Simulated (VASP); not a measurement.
Runs of VASP 6.6.1 on TePt. The structure is that of space group P6_3/mmc (No. 194), or close to it. The cells are those of the table. 

```tsv
cell	gap on the mesh (eV)	pressure (GPa)
a = 4.275, b = 4.275, c = 5.446 Å, angles 90.0, 90.0, 120.0°, 4 atoms	none	-0.8
a = 4.440, b = 4.440, c = 5.228 Å, angles 90.0, 90.0, 120.0°, 4 atoms	none	-3.4
a = 4.275, b = 4.275, c = 5.664 Å, angles 90.0, 90.0, 120.0°, 4 atoms	none	-5.8
a = 4.111, b = 4.111, c = 5.882 Å, angles 90.0, 90.0, 120.0°, 4 atoms	none	(a)
a = 4.275, b = 4.275, c = 5.882 Å, angles 90.0, 90.0, 120.0°, 4 atoms	none	(b)
a = 4.440, b = 4.440, c = 5.664 Å, angles 90.0, 90.0, 120.0°, 4 atoms	none	-12.3
a = 4.440, b = 4.440, c = 5.446 Å, angles 90.0, 90.0, 120.0°, 4 atoms	none	-8.7
```

Alike in all rows: task single point; level PBEsol; potentials or basis VASP PAW PBE potentials, release 64 (Te, Pt); no spin polarisation; k mesh 12 × 12 × 10; cutoff (eV) 520; smearing gaussian 0.15 eV.

Fill in the values left out.

(a) -0.9; (b) -9.5.

Caveats: the PAW data sets were made with another functional, which shifts forces and pressure a little; spin-orbit coupling is left out, which moves the levels of the heavy elements; the cell stands under tension (at least some runs); the stress differs along the axes, from -9 to 7 GPa (at least some runs); the stress differs along the axes, from -5 to 1 GPa (at least some runs); the stress differs along the axes, from -11 to -4 GPa (at least some runs).

A k mesh can miss the band edges, and the runs leave out spin-orbit coupling on Pt, Te.

A gap of «none» marks levels without a gap at the run's occupations.
